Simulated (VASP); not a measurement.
A run of VASP 6.6.1 is set up as follows.

INCAR

```
PREC     = Accurate       # precision mode
ENCUT    = 600            # plane-wave cutoff, eV
EDIFF    = 1E-6           # SCF threshold, eV
ISMEAR   = -1             # smearing method
SIGMA    = 0.1            # smearing width, eV
LREAL    = F              # projectors in reciprocal space
LASPH    = T              # aspherical terms in the spheres
NELM     = 120            # most SCF steps
ALGO     = Normal         # electronic algorithm
ISIF     = 2              # what is computed and relaxed
LWAVE    = F              # write WAVECAR
LCHARG   = T              # write CHGCAR
GGA      = PE             # functional
LELF     = T              # ELF
LVHAR    = T            
NBANDS   = 11             # bands
GGA_COMPAT= F
```

The input KPOINTS:

```
Automatic mesh
0
Gamma
  7 7 7
```

POSCAR

```
Ni
1.0
    0.0000000000      1.7572466680      1.7572466680
    1.7572466680      0.0000000000      1.7572466680
    1.7572466680      1.7572466680      0.0000000000
Ni
1
Direct
    0.0000000000      0.0000000000      0.0000000000
```

Potentials or basis: VASP PAW PBE potentials, release 64 (Ni).

Command:

```sh
$ cat potpaw_PBE.64/Ni/POTCAR > POTCAR
$ mpirun -np 1 vasp_std > vasp.out
```

Problem. Estimate the pressure.

Solution. -0.2 GPa.

Problem. Estimate the band gap on the k mesh.

Solution. Zero (band 5 reaches 9.32 eV, above the bottom of band 6 at 8.43 eV).

Caveat: the k points lie up to 0.44 Å⁻¹ apart; the run has no spin polarisation, though such a crystal can be magnetic. Spin polarisation is off, so any magnetic state and its effect on volume and gap are missing.
